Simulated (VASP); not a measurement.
# BP (P6_3/mmc) in VASP: settings compared

Aim: see how the results for BP move with the level of theory and the settings. Levels: PBE, PBEsol, LDA. Tasks: relaxation of cell and atoms.

All numbers are computed with VASP 6.6.1; they aren't measurements. Logs are shortened: lines on timing, memory, paths and dates and some standing lists are left out, and cuts for length are marked.

## (1) The cell of the first run

Symmetry: P6_3/mmc, No. 194, hexagonal system. The conventional cell has a = 3.282 Å, b = 3.282 Å, c = 4.102 Å, α = 90.00°, β = 90.00°, γ = 120.00°. Within 2.5 Å of B (site symmetry -6m2) lie 5 P at 1.89 to 2.05 Å. P (site symmetry -6m2) has 5 B at 1.89 to 2.05 Å within 2.5 Å.

## (2) Relaxation of cell and atoms, PBE

INCAR reads:

```
SYSTEM = BP
ALGO = Normal
EDIFF = 1E-6
EDIFFG = -0.005
ENCUT = 600
GGA = PE
IBRION = 2
ISIF = 3
ISMEAR = -1
LASPH = .TRUE.
LCHARG = .FALSE.
LREAL = .FALSE.
LWAVE = .FALSE.
NELM = 100
NSW = 80
PREC = Accurate
SIGMA = 0.02
```

KPOINTS reads:

```
k-points
0
G
  12 12 6
  0 0 0
```

POSCAR reads:

```
BP
1.0
    3.2818780056      0.0000000000      0.0000000000
   -1.6409390028      2.8421897250      0.0000000000
    0.0000000000      0.0000000000      4.1021295000
B P
2 2
Direct
    0.3333333333      0.6666666667      0.2500000000
    0.6666666667      0.3333333333      0.7500000000
    0.6666666667      0.3333333333      0.2500000000
    0.3333333333      0.6666666667      0.7500000000
```

Potentials or basis: VASP PAW PBE potentials, release 64 (B, P).

Run with:

```console
$ cat potpaw_PBE.64/B/POTCAR potpaw_PBE.64/P/POTCAR > POTCAR
$ mpirun -np 1 vasp_std > vasp.out
```

OUTCAR:

```text
SYSTEM = BP
   EDIFF = 1E-6
   EDIFFG = -0.005
   ENCUT = 600
   GGA = PE
   IBRION = 2
   ISIF = 3
   ISMEAR = -1
   LASPH = .TRUE.
   LREAL = .FALSE.
   NELM = 100
   NSW = 80
   PREC = Accurate

 ion  position               nearest neighbor table
   1  0.333  0.667  0.250-   3 1.89   3 1.89   3 1.89   4 2.05   4 2.05
   2  0.667  0.333  0.750-   4 1.89   4 1.89   4 1.89   3 2.05   3 2.05
   3  0.667  0.333  0.250-   1 1.89   1 1.89   1 1.89   2 2.05   2 2.05   4 2.79   4 2.79   4 2.79
                             4 2.79   4 2.79   4 2.79
   4  0.333  0.667  0.750-   2 1.89   2 1.89   2 1.89   1 2.05   1 2.05   3 2.79   3 2.79   3 2.79
                             3 2.79   3 2.79   3 2.79

  LATTYP: Found a hexagonal cell.
 ALAT       =     3.2818780056
 C/A-ratio  =     1.2499335725

  Lattice vectors:

 A1 = (   3.2818780056,   0.0000000000,   0.0000000000)
 A2 = (  -1.6409390028,   2.8421897250,   0.0000000000)
 A3 = (   0.0000000000,   0.0000000000,   4.1021295000)

Analysis of symmetry for initial positions (statically):
=====================================================================
 Subroutine PRICEL returns:
 Original cell was already a primitive cell.

 Routine SETGRP: Setting up the symmetry group for a
 hexagonal supercell.

 Subroutine GETGRP returns: Found 24 space group operations
 (whereof 12 operations were pure point group operations)
 out of a pool of 24 trial point group operations.

The static configuration has the point symmetry D_3d.
 The point group associated with its full space group is D_6h.

Analysis of symmetry for dynamics (positions and initial velocities):
=====================================================================
 Subroutine PRICEL returns:
 Original cell was already a primitive cell.

 Routine SETGRP: Setting up the symmetry group for a
 hexagonal supercell.

 Subroutine GETGRP returns: Found 24 space group operations
 (whereof 12 operations were pure point group operations)
 out of a pool of 24 trial point group operations.

The dynamic configuration has the point symmetry D_3d.
 The point group associated with its full space group is D_6h.

 Subroutine INISYM returns: Found 24 space group operations
 (whereof 12 operations are pure point group operations),
 and found     1 'primitive' translations

----------------------------------------------------------------------------------------

                                     Primitive cell

  volume of cell :      38.2635

  direct lattice vectors                    reciprocal lattice vectors
     3.281878006  0.000000000  0.000000000     0.304703587  0.175920698  0.000000000
    -1.640939003  2.842189725  0.000000000     0.000000000  0.351841396  0.000000000
     0.000000000  0.000000000  4.102129500     0.000000000  0.000000000  0.243775824

  length of vectors
     3.281878006  3.281878006  4.102129500     0.351841396  0.351841396  0.243775824

  position of ions in fractional coordinates (direct lattice)
     0.333333333  0.666666667  0.250000000
     0.666666667  0.333333333  0.750000000
     0.666666667  0.333333333  0.250000000
     0.333333333  0.666666667  0.750000000

  ion indices of the primitive-cell ions
   primitive index   ion index
                 1           1
                 2           2
                 3           3
                 4           4

----------------------------------------------------------------------------------------

 KPOINTS: k-points

Automatic generation of k-mesh.
 Grid dimensions read from file:
 generate k-points for:   12   12    6

 Generating k-lattice:

  Cartesian coordinates                     Fractional coordinates (reciprocal lattice)
     0.025391966  0.014660058  0.000000000     0.083333333  0.000000000  0.000000000
     0.000000000  0.029320116  0.000000000     0.000000000  0.083333333  0.000000000
     0.000000000  0.000000000  0.040629304     0.000000000  0.000000000  0.166666667

  Length of vectors
     0.029320116  0.029320116  0.040629304

  Shift w.r.t. Gamma in fractional coordinates (k-lattice)
     0.000000000  0.000000000  0.000000000

 Subroutine IBZKPT returns following result:
 ===========================================

 Found     76 irreducible k-points:

 Following reciprocal coordinates:
            Coordinates               Weight
  0.000000  0.000000  0.000000      1.000000
  0.083333  0.000000  0.000000      6.000000
  0.166667  0.000000  0.000000      6.000000
  0.250000  0.000000  0.000000      6.000000
  0.333333  0.000000  0.000000      6.000000
  0.416667 -0.000000  0.000000      6.000000
[... 16 lines left out ...]
  0.250000  0.000000  0.166667     12.000000
  0.333333  0.000000  0.166667     12.000000
 [... further k-points ...]
   k-points           NKPTS =     76   k-points in BZ     NKDIM =     76   number of bands    NBANDS=     12
   number of dos      NEDOS =    301   number of ions     NIONS =      4
   total plane-waves  NPLWV =  28224
   dimension x,y,z NGX =    28 NGY =   28 NGZ =   36
   dimension x,y,z NGXF=    56 NGYF=   56 NGZF=   72
   ions per type =               2   2
   NGX,Y,Z   is equivalent  to a cutoff of  14.18, 14.18, 14.59 a.u.
   NGXF,Y,Z  is equivalent  to a cutoff of  28.37, 28.37, 29.18 a.u.
 SYSTEM =  BP
   PREC   = accura    normal or accurate (medium, high low for compatibility)
   ISTART =      0    job   : 0-new  1-cont  2-samecut
   ICHARG =      2    charge: 1-file 2-atom 10-const
   ISPIN  =      1    spin polarized calculation?
   LNONCOLLINEAR =      F non collinear calculations
   LSORBIT =      F    spin-orbit coupling
   LASPH  =      T    aspherical Exc in radial PAW
   ENCUT  =  600.0 eV  44.10 Ry    6.64 a.u.   6.55  6.55  8.19*2*pi/ulx,y,z
   NELM   =    100;   NELMIN=  2; NELMDL= -5     # of ELM steps
   EDIFF  = 0.1E-05   stopping-criterion for ELM
   LREAL  =      F    real-space projection
   EDIFFG = -.5E-02   stopping-criterion for IOM
   NSW    =     80    number of steps for IOM
   IBRION =      2    ionic relax: 0-MD 1-quasi-New 2-CG
   NFREE  =      1    steps in history (QN), initial steepest desc. (CG)
   ISIF   =      3    stress and relaxation
   ISYM   =      2    0-nonsym 1-usesym 2-fastsym
   POTIM  = 0.5000    time-step for ionic-motion
   TEBEG  =    0.0;   TEEND  =   0.0 temperature during run
   PSTRESS=    0.0 pullay stress
   NELECT =      16.0000    total number of electrons
   NUPDOWN=      -1.0000    fix difference up-down
   EMIN   =  10.00;   EMAX   =-10.00  energy-range for DOS
   EFERMI =   0.00;   METHOD = LEGACY
   ISMEAR =    -1;   SIGMA  =   0.02  broadening in eV -4-tet -1-fermi 0-gaus
   EFERMI_NEDOS =   21; number of points for ismear=-14 and -15
   IALGO  =     38    algorithm
   IMIX   =      4    mixing-type and parameters
     AMIX     =   0.40;   BMIX     =  1.00
     AMIX_MAG =   1.60;   BMIX_MAG =  1.00
  volume/ion in A,a.u.               =       9.57        64.55
  Fermi-wavevector in a.u.,A,eV,Ry     =   1.224202  2.313407 20.390662  1.498671
  Thomas-Fermi vector in A             =   2.359285
   LORBIT       =      0    0 simple, 1 ext, 2 COOP (PROOUT), +10 PAW based schemes
   GGA     = PE    functional components
   LHFCALC =     F    Hartree Fock is set to
   AEXX    =    0.0000 exact exchange contribution
   IVDW    =     0    specifies the selected vdW correction
   LEPSILON=     F    determine dielectric tensor
   LRPA    =     F    only Hartree local field effects (RPA)
 conjugate gradient relaxation of ions
 non-spin polarized calculation
  energy-cutoff  :      600.00
  volume of cell :       38.26
 maximum number of plane-waves:      1307
 NGX is ok and might be reduce to    28
   NGX = 13   NGY = 13   NGZ = 17

--------------------------------------- Ionic step        1  -------------------------------------------

 number of electron      16.0000000 magnetization

 Free energy of the ion-electron system (eV)
  ---------------------------------------------------
  ext. energy  EPLUGINS =         0.00000000
  ---------------------------------------------------
  free energy    TOTEN  =       -21.36172056 eV

  energy without entropy =      -21.35856592  energy(sigma->0) =      -21.36014324

 E-fermi :  10.1360     XC(G=0): -11.8723

 val. band max:       10.1228819834   @ k =   0.2500   0.0833   0.3333
 cond. band min:      10.1529361365   @ k =   0.3333   0.1667   0.3333
 fundamental gap:      0.0300541531
 Fermi energy:        10.1360294275

 k-point     1 :       0.0000    0.0000    0.0000
  band No.  band energies     occupation
      1      -7.6471      2.00000
      2       0.0163      2.00000
      3       0.2159      2.00000
      4       5.2648      2.00000
      5       5.2648      2.00000
      6       8.8382      2.00000
      7       9.9815      1.99912
      8       9.9815      1.99912
      9      11.1161      0.00000
     10      11.3692      0.00000
     11      11.3692      0.00000
     12      16.6449      0.00000
[... 810 lines left out ...]
 k-point    24 :       0.3333    0.0000    0.1667
  band No.  band energies     occupation
      1      -6.7172      2.00000
      2      -4.9973      2.00000
      3      -0.9088      2.00000
      4       0.5049      2.00000
      5       1.5136      2.00000
      6       2.5406      2.00000
      7       3.5260      2.00000
      8       7.2480      1.99698
      9       7.8977      0.00000
     10       8.4183      0.00000
     11      10.4555      0.00000
     12      13.0317      0.00000

 [... further k-points ...]

[... ionic steps 4 to 19 ...]

--------------------------------------- Ionic step       20  -------------------------------------------

 number of electron      15.9999990 magnetization

------------------------ aborting loop because EDIFF is reached ----------------------------------------

  FORCE on cell =-STRESS in cart. coord.  units (eV):
  Direction    XX          YY          ZZ          XY          YZ          ZX
  --------------------------------------------------------------------------------------
  -------------------------------------------------------------------------------------
  Total        0.0574630      0.0574630      0.0106918      0.0000000     -0.0000000      0.0000000
  in kB        1.3913841      1.3913841      0.2588866      0.0000000     -0.0000000      0.0000000
  external PRESSURE =       1.0138849 kB  Pullay stress =       0.0000000 kB

 VOLUME and BASIS-vectors are now :
 -----------------------------------------------------------------------------
  energy-cutoff  :      600.00
  volume of cell :       66.17
      direct lattice vectors                 reciprocal lattice vectors
     3.212922379  0.000000000  0.000000000     0.311243124  0.179696302 -0.000000000
    -1.606461190  2.782472401  0.000000000    -0.000000000  0.359392603 -0.000000000
    -0.000000000  0.000000000  7.401520035     0.000000000 -0.000000000  0.135107383
[... 408 lines left out ...]
 POSITION                                       TOTAL-FORCE (eV/Angst)
 -----------------------------------------------------------------------------------
     -0.00000      1.85684      1.85308         0.000000     -0.000000     -0.000000
      1.60807      0.92842      5.55925        -0.000000      0.000000      0.000000
      1.60807      0.92842      1.85308         0.000000      0.000000      0.000000
     -0.00000      1.85684      5.55925        -0.000000      0.000000     -0.000000
 -----------------------------------------------------------------------------------
    total drift:                               -0.000000      0.000000     -0.000000

  FREE ENERGIE OF THE ION-ELECTRON SYSTEM (eV)
  ---------------------------------------------------
  free  energy   TOTEN  =       -24.0876480418 eV

  energy  without entropy=      -24.0876480373  energy(sigma->0) =      -24.08764804

--------------------------------------- Ionic step       22  -------------------------------------------

 number of electron      15.9999990 magnetization

 Free energy of the ion-electron system (eV)
  ---------------------------------------------------
  ext. energy  EPLUGINS =         0.00000000
  ---------------------------------------------------
  free energy    TOTEN  =       -24.08776472 eV

  energy without entropy =      -24.08776472  energy(sigma->0) =      -24.08776472

 E-fermi :   3.9239     XC(G=0):  -9.0776

 val. band max:        3.6024055461   @ k =   0.3333   0.2500   0.1667
 cond. band min:       4.2054807017   @ k =   0.5000   0.0000   0.0000
 fundamental gap:      0.6030751556
 Fermi energy:         3.9239329350

 k-point     1 :       0.0000    0.0000    0.0000
  band No.  band energies     occupation
      1     -10.3300      2.00000
      2      -9.9587      2.00000
      3      -1.6769      2.00000
      4       0.7578      2.00000
      5       1.8229      2.00000
      6       1.8229      2.00000
      7       1.9305      2.00000
      8       1.9305      2.00000
      9       7.4204      0.00000
     10       8.0884      0.00000
     11       8.0884      0.00000
     12       8.2967      0.00000
[... 367 lines left out ...]
 POSITION                                       TOTAL-FORCE (eV/Angst)
 -----------------------------------------------------------------------------------
     -0.00000      1.85549      1.85112        -0.000000     -0.000000     -0.000000
      1.60690      0.92775      5.55336        -0.000000      0.000000      0.000000
      1.60690      0.92775      1.85112         0.000000      0.000000     -0.000000
     -0.00000      1.85549      5.55336        -0.000000     -0.000000      0.000000
 -----------------------------------------------------------------------------------
    total drift:                               -0.000000      0.000000     -0.000000

  FREE ENERGIE OF THE ION-ELECTRON SYSTEM (eV)
  ---------------------------------------------------
  free  energy   TOTEN  =       -24.0877647215 eV

  energy  without entropy=      -24.0877647165  energy(sigma->0) =      -24.08776472

 reached required accuracy - stopping structural energy minimisation
```

Run time: 3.3 min. Hardware: 1 thread of Intel Xeon 6975P-C (Granite Rapids), shared host; peak memory 0.2 GiB.

Results:

* Free energy: -24.0878 eV
* Relaxed volume: 16.56 Å³/atom
* Relaxed cell: a = 3.214 Å, b = 3.214 Å, c = 7.404 Å, α = 90.00°, β = 90.00°, γ = 120.00°
* Space group after relaxing (to 0.05 Å): P6_3/mmc (No. 194)
* Energy gained by relaxing: 681.5 meV/atom
* Ionic steps: 22
* Pressure after relaxing: 0.0 GPa
* Band gap on the k mesh: 0.60 eV, indirect (least direct gap 0.80 eV)

The path:
```csv
step,energy change (eV),largest force (eV/Å),pressure (GPa),volume (Å³)
1,0.0000,0.0000,40.25,38.26
2,-1.2431,0.0000,-14.08,52.89
3,-1.3771,0.0000,-5.19,48.32
4,-1.3764,0.0000,-6.25,48.75
5,-1.8079,0.0000,0.92,47.29
6,0.2768,0.0000,72.93,41.72
7,-1.9022,0.0000,6.76,46.53
8,-1.9026,0.0000,8.66,46.31
9,-2.1651,0.0000,6.22,49.60
10,-2.6118,0.0000,7.34,59.04
11,-1.6050,0.0000,11.92,75.98
12,-2.6340,0.0000,7.84,61.31
13,-2.3925,0.0000,-11.25,74.99
14,-2.7245,0.0000,-0.34,65.74
15,-2.7246,0.0000,-0.10,65.58
16,-2.7246,0.0000,0.05,65.49
17,-2.7254,0.0000,0.06,65.74
18,-2.7259,0.0000,0.08,65.96
19,-2.7259,0.0000,0.10,66.40
20,-2.7260,0.0000,0.10,66.17
21,-2.7259,0.0000,-0.25,66.40
22,-2.7260,0.0000,-0.01,66.23
```

Final structure:
```cif
data_structure
_symmetry_space_group_name_H-M 'P 1'
_symmetry_Int_Tables_number 1
_cell_length_a 3.2138
_cell_length_b 3.2138
_cell_length_c 7.4045
_cell_angle_alpha 90.000
_cell_angle_beta 90.000
_cell_angle_gamma 120.000
_cell_volume 66.23
loop_
_atom_site_label
_atom_site_type_symbol
_atom_site_fract_x
_atom_site_fract_y
_atom_site_fract_z
_atom_site_occupancy
B1 B 0.33333 0.66667 0.25000 1
B2 B 0.66667 0.33333 0.75000 1
P1 P 0.66667 0.33333 0.25000 1
P2 P 0.33333 0.66667 0.75000 1
```

Caveat: the volume moved by over 15 % at a fixed basis, so the end points are rough; this functional lacks dispersion, which binds the layers, so the pressure and a relaxed spacing across them are unreliable. A k mesh can miss the band edges.

(Continued in part 2 of 2.)
